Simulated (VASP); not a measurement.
Crystal: Li2Ta.

```xyz
3
Lattice="3.4490 0.0000 0.0000 -1.7245 2.9869 0.0000 0.0000 0.0000 3.7240" Properties=species:S:1:pos:R:3 pbc="T T T"
Li    0.0000    1.9913    1.8620
Li    1.7245    0.9956    1.8620
Ta    0.0000    0.0000    0.0000
```

```yaml
Program: VASP 6.6.1
Task: relaxation of cell and atoms
Functional: PBE
Potentials_or_basis: VASP PAW PBE potentials, release 64 (Li_sv, Ta_sv_GW)
Cutoff: 880 eV
k_mesh: 6 × 6 × 6
Occupations: gaussian, width 0.1 eV
Spin: no spin polarisation
```

At the start: pressure 13.3 GPa; volume 12.79 Å³/atom.

Where does the relaxation end?

Over 11 steps the energy falls by 254.2 meV/atom and the volume is 13.84 Å³/atom (+8.3 %); space group P6/mmm (No. 191, to 0.1 Å) before and after.

Step by step:
```csv
step,energy change (eV),largest force (eV/Å),pressure (GPa),volume (Å³)
1,0.0000,0.0000,13.29,38.36
2,-0.3298,0.0000,-0.96,44.52
3,-0.3348,0.0000,-3.01,45.88
4,-0.4647,0.0000,-3.69,45.69
5,-0.6443,0.0000,-4.41,45.01
6,-0.5690,0.0000,-1.37,42.48
7,-0.7000,0.0000,-4.39,44.53
8,-0.7297,0.0000,-3.93,43.78
9,-0.7266,0.0000,-4.21,44.11
10,-0.7460,0.0000,3.48,39.91
11,-0.7625,0.0000,0.00,41.53
```

Final structure:
```
Li Ta
1.0
     3.14644    0.00000    0.00000
    -1.57322    2.72490    0.00000
     0.00000    0.00000    4.84378
Li Ta
2 1
Direct
  0.33333 0.66667 0.50000
  0.66667 0.33333 0.50000
  0.00000 0.00000 0.00000
```

Caveat: a cell axis changed by over 15 % at a fixed basis, so the end point is rough.
